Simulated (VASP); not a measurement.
# InP (rocksalt type) (Fm-3m) in VASP: notebook, part 2 of 2

VASP 6.6.1.

### 4 Single point, PBE (21.25 Å³/atom)

This run uses another cell than the first one, of 21.25 Å³/atom.

POSCAR reads:

```
InP
1.0
    0.0000000000      2.7696307375      2.7696307375
    2.7696307375      0.0000000000      2.7696307375
    2.7696307375      2.7696307375      0.0000000000
In P
1 1
Direct
    0.0000000000      0.0000000000      0.0000000000
    0.5000000000      0.5000000000      0.5000000000
```

INCAR.step1 reads:

```
SYSTEM = InP
PREC     = Accurate       ! precision mode
ENCUT    = 520            ! plane-wave cutoff, eV
EDIFF    = 1E-6           ! SCF threshold, eV
ISMEAR   = -1             ! smearing method
SIGMA    = 0.05           ! smearing width, eV
LREAL    = .FALSE.        ! projectors in reciprocal space
LASPH    = .TRUE.         ! aspherical terms in the spheres
NELM     = 100            ! most SCF steps
ALGO     = Normal         ! electronic algorithm
ISIF     = 2              ! what is computed and relaxed
LWAVE    = .FALSE.        ! write WAVECAR
LCHARG   = .TRUE.         ! write CHGCAR
GGA      = PE             ! functional
NBANDS   = 16             ! bands
```

KPOINTS.step1 reads:

```
Automatic mesh
0
G
  13 13 13
  0 0 0
```

INCAR.step2 reads:

```
SYSTEM = InP
PREC     = Accurate       ! precision mode
ENCUT    = 520            ! plane-wave cutoff, eV
EDIFF    = 1E-6           ! SCF threshold, eV
ISMEAR   = -5             ! smearing method
SIGMA    = 0.05           ! smearing width, eV
LREAL    = .FALSE.        ! projectors in reciprocal space
LASPH    = .TRUE.         ! aspherical terms in the spheres
NELM     = 100            ! most SCF steps
ALGO     = Normal         ! electronic algorithm
ISIF     = 2              ! what is computed and relaxed
LWAVE    = .FALSE.        ! write WAVECAR
LCHARG   = .FALSE.        ! write CHGCAR
GGA      = PE             ! functional
LORBIT   = 10             ! projections on sites
NBANDS   = 16             ! bands
NEDOS    = 2001           ! points of the DOS
ICHARG   = 11             ! starting density
```

KPOINTS.step2 reads:

```
Automatic mesh
0
G
  20 20 20
  0 0 0
```

Potentials or basis: VASP PAW PBE potentials, release 64 (In_d, P).

Launch:

```sh
> cat potpaw_PBE.64/In_d/POTCAR potpaw_PBE.64/P/POTCAR > POTCAR
> cp INCAR.step1 INCAR
> cp KPOINTS.step1 KPOINTS
> mpirun -np 1 vasp_std > vasp.out
> cp INCAR.step2 INCAR
> cp KPOINTS.step2 KPOINTS
> mpirun -np 1 vasp_std > vasp.out
```

OUTCAR:

```text
SYSTEM = InP
   PREC = Accurate
   ENCUT = 520
   EDIFF = 1E-6
   ISMEAR = -5
   LREAL = .FALSE.
   LASPH = .TRUE.
   NELM = 100
   ISIF = 2
   GGA = PE
   LORBIT = 10
   ICHARG = 11

 ion  position               nearest neighbor table
   1  0.000  0.000  0.000-   2 2.77   2 2.77   2 2.77   2 2.77   2 2.77   2 2.77
   2  0.500  0.500  0.500-   1 2.77   1 2.77   1 2.77   1 2.77   1 2.77   1 2.77

  LATTYP: Found a face centered cubic cell.
 ALAT       =     5.5392614750

  Lattice vectors:

 A1 = (   0.0000000000,   2.7696307375,   2.7696307375)
 A2 = (   2.7696307375,   0.0000000000,   2.7696307375)
 A3 = (   2.7696307375,   2.7696307375,   0.0000000000)

Analysis of symmetry for initial positions (statically):
=====================================================================
 Subroutine PRICEL returns:
 Original cell was already a primitive cell.

 Routine SETGRP: Setting up the symmetry group for a
 face centered cubic supercell.

 Subroutine GETGRP returns: Found 48 space group operations
 (whereof 48 operations were pure point group operations)
 out of a pool of 48 trial point group operations.

The static configuration has the point symmetry O_h .

Analysis of symmetry for dynamics (positions and initial velocities):
=====================================================================
 Subroutine PRICEL returns:
 Original cell was already a primitive cell.

 Routine SETGRP: Setting up the symmetry group for a
 face centered cubic supercell.

 Subroutine GETGRP returns: Found 48 space group operations
 (whereof 48 operations were pure point group operations)
 out of a pool of 48 trial point group operations.

The dynamic configuration has the point symmetry O_h .

 Subroutine INISYM returns: Found 48 space group operations
 (whereof 48 operations are pure point group operations),
 and found     1 'primitive' translations

----------------------------------------------------------------------------------------

                                     Primitive cell

  volume of cell :      42.4909

  direct lattice vectors                    reciprocal lattice vectors
     0.000000000  2.769630737  2.769630737    -0.180529481  0.180529481  0.180529481
     2.769630737  0.000000000  2.769630737     0.180529481 -0.180529481  0.180529481
     2.769630737  2.769630737  0.000000000     0.180529481  0.180529481 -0.180529481

  length of vectors
     3.916849352  3.916849352  3.916849352     0.312686234  0.312686234  0.312686234

  position of ions in fractional coordinates (direct lattice)
     0.000000000  0.000000000  0.000000000
     0.500000000  0.500000000  0.500000000

  ion indices of the primitive-cell ions
   primitive index   ion index
                 1           1
                 2           2

----------------------------------------------------------------------------------------

 KPOINTS: Automatic mesh

Automatic generation of k-mesh.
 Grid dimensions read from file:
 generate k-points for:   20   20   20

 Generating k-lattice:

  Cartesian coordinates                     Fractional coordinates (reciprocal lattice)
    -0.009026474  0.009026474  0.009026474     0.050000000  0.000000000  0.000000000
     0.009026474 -0.009026474  0.009026474     0.000000000  0.050000000  0.000000000
     0.009026474  0.009026474 -0.009026474     0.000000000  0.000000000  0.050000000

  Length of vectors
     0.015634312  0.015634312  0.015634312

  Shift w.r.t. Gamma in fractional coordinates (k-lattice)
     0.000000000  0.000000000  0.000000000

 TETIRR: Found   1093 inequivalent tetrahedra from    48000

 Subroutine IBZKPT returns following result:
 ===========================================

 Found    256 irreducible k-points:

 Following reciprocal coordinates:
            Coordinates               Weight
  0.000000  0.000000  0.000000      1.000000
  0.050000  0.000000  0.000000      8.000000
  0.100000  0.000000  0.000000      8.000000
  0.150000  0.000000  0.000000      8.000000
  0.200000  0.000000  0.000000      8.000000
  0.250000  0.000000  0.000000      8.000000
[... 16 lines left out ...]
 -0.400000  0.050000  0.000000     24.000000
 -0.350000  0.050000  0.000000     24.000000
 [... further k-points ...]
   k-points           NKPTS =    256   k-points in BZ     NKDIM =    256   number of bands    NBANDS=     16
   number of dos      NEDOS =   2001   number of ions     NIONS =      2
   total plane-waves  NPLWV =  27000
   dimension x,y,z NGX =    30 NGY =   30 NGZ =   30
   dimension x,y,z NGXF=    60 NGYF=   60 NGZF=   60
   ions per type =               1   1
   NGX,Y,Z   is equivalent  to a cutoff of  12.73, 12.73, 12.73 a.u.
   NGXF,Y,Z  is equivalent  to a cutoff of  25.47, 25.47, 25.47 a.u.
 SYSTEM =  InP
   PREC   = accura    normal or accurate (medium, high low for compatibility)
   ISTART =      0    job   : 0-new  1-cont  2-samecut
   ICHARG =     11    charge: 1-file 2-atom 10-const
   ISPIN  =      1    spin polarized calculation?
   LNONCOLLINEAR =      F non collinear calculations
   LSORBIT =      F    spin-orbit coupling
   LASPH  =      T    aspherical Exc in radial PAW
   ENCUT  =  520.0 eV  38.22 Ry    6.18 a.u.   7.28  7.28  7.28*2*pi/ulx,y,z
   NELM   =    100;   NELMIN=  2; NELMDL=  0     # of ELM steps
   EDIFF  = 0.1E-05   stopping-criterion for ELM
   LREAL  =      F    real-space projection
   EDIFFG = 0.1E-04   stopping-criterion for IOM
   NSW    =      0    number of steps for IOM
   IBRION =     -1    ionic relax: 0-MD 1-quasi-New 2-CG
   NFREE  =      0    steps in history (QN), initial steepest desc. (CG)
   ISIF   =      2    stress and relaxation
   ISYM   =      2    0-nonsym 1-usesym 2-fastsym
   POTIM  = 0.5000    time-step for ionic-motion
   TEBEG  =    0.0;   TEEND  =   0.0 temperature during run
   PSTRESS=    0.0 pullay stress
   NELECT =      18.0000    total number of electrons
   NUPDOWN=      -1.0000    fix difference up-down
   EMIN   =  10.00;   EMAX   =-10.00  energy-range for DOS
   EFERMI =   0.00;   METHOD = LEGACY
   ISMEAR =    -5;   SIGMA  =   0.05  broadening in eV -4-tet -1-fermi 0-gaus
   EFERMI_NEDOS =   21; number of points for ismear=-14 and -15
   IALGO  =     38    algorithm
   IMIX   =      4    mixing-type and parameters
     AMIX     =   0.40;   BMIX     =  1.00
     AMIX_MAG =   1.60;   BMIX_MAG =  1.00
  volume/ion in A,a.u.               =      21.25       143.37
  Fermi-wavevector in a.u.,A,eV,Ry     =   1.229515  2.323446 20.568021  1.511707
  Thomas-Fermi vector in A             =   2.364399
   LORBIT       =     10    0 simple, 1 ext, 2 COOP (PROOUT), +10 PAW based schemes
   GGA     = PE    functional components
   LHFCALC =     F    Hartree Fock is set to
   AEXX    =    0.0000 exact exchange contribution
   IVDW    =     0    specifies the selected vdW correction
   LEPSILON=     F    determine dielectric tensor
   LRPA    =     F    only Hartree local field effects (RPA)
 non-spin polarized calculation
 Fermi weights with tetrahedron method with Bloechl corrections
  energy-cutoff  :      520.00
  volume of cell :       42.49
 maximum number of plane-waves:      1167
 NGX is ok and might be reduce to    30

 number of electron      18.0000009 magnetization

 Free energy of the ion-electron system (eV)
  ---------------------------------------------------
  ext. energy  EPLUGINS =         0.00000000
  ---------------------------------------------------
  free energy    TOTEN  =        -7.91472508 eV

  energy without entropy =       -7.91472508  energy(sigma->0) =       -7.91472508

 E-fermi :   7.0213     XC(G=0): -10.3925

 val. band max:        7.1018212861   @ k =   0.4000   0.0000   0.0000
 cond. band min:       7.0081364876   @ k =   0.5000   0.3000   0.0000
 fundamental gap:     -0.0936847984
 Fermi energy:         7.0212832738

 k-point     1 :       0.0000    0.0000    0.0000
  band No.  band energies     occupation
      1      -7.1934      2.00000
      2      -7.1934      2.00000
      3      -7.1705      2.00000
      4      -7.1705      2.00000
      5      -7.1705      2.00000
      6      -4.9763      2.00000
[... 8 lines left out ...]
     15      15.4989      0.00000
     16      15.4989      0.00000
[... 419 lines left out ...]
 k-point    24 :      -0.3500    0.0500    0.0000
  band No.  band energies     occupation
      1      -7.2456      2.00000
      2      -7.2448      2.00000
      3      -7.1771      2.00000
      4      -7.1064      2.00000
      5      -7.1015      2.00000
      6      -3.4428      2.00000
[... 8 lines left out ...]
     15      16.7328      0.00000
     16      17.8494      0.00000

 [... further k-points ...]
[... 5 lines left out ...]
  --------------------------------------------------------------------------------------
  -------------------------------------------------------------------------------------
  Total       -0.0593726     -0.0593726     -0.0593726     -0.0000000      0.0000000     -0.0000000
  in kB       -2.2387277     -2.2387277     -2.2387277     -0.0000000      0.0000000     -0.0000000
  external PRESSURE =      -2.2387277 kB  Pullay stress =       0.0000000 kB

 VOLUME and BASIS-vectors are now :
 -----------------------------------------------------------------------------
  energy-cutoff  :      520.00
  volume of cell :       42.49
      direct lattice vectors                 reciprocal lattice vectors
     0.000000000  2.769630737  2.769630737    -0.180529481  0.180529481  0.180529481
     2.769630737  0.000000000  2.769630737     0.180529481 -0.180529481  0.180529481
     2.769630737  2.769630737  0.000000000     0.180529481  0.180529481 -0.180529481

 POSITION                                       TOTAL-FORCE (eV/Angst)
 -----------------------------------------------------------------------------------
      0.00000      0.00000      0.00000         0.000000      0.000000      0.000000
      2.76963      2.76963      2.76963         0.000000      0.000000      0.000000
 -----------------------------------------------------------------------------------
    total drift:                               -0.000000      0.000000      0.000000

  FREE ENERGIE OF THE ION-ELECTRON SYSTEM (eV)
  ---------------------------------------------------
  free  energy   TOTEN  =        -7.9147250813 eV

  energy  without entropy=       -7.9147250813  energy(sigma->0) =       -7.91472508

 total charge

# of ion       s       p       d       tot
------------------------------------------
    1        0.838   0.584   9.898  11.320
    2        1.071   1.401   0.000   2.472
--------------------------------------------------
tot          1.909   1.985   9.898  13.792
```

Wall time 3.2 min (1 thread of Intel Xeon 8259CL, shared host); peak memory 0.29 GiB.

Results:

```yaml
Valence_electrons_inside_the_program's_atomic_spheres: In 11.32; P 2.47
```

Caveat: spin-orbit coupling is left out, which moves the levels of the heavy elements.
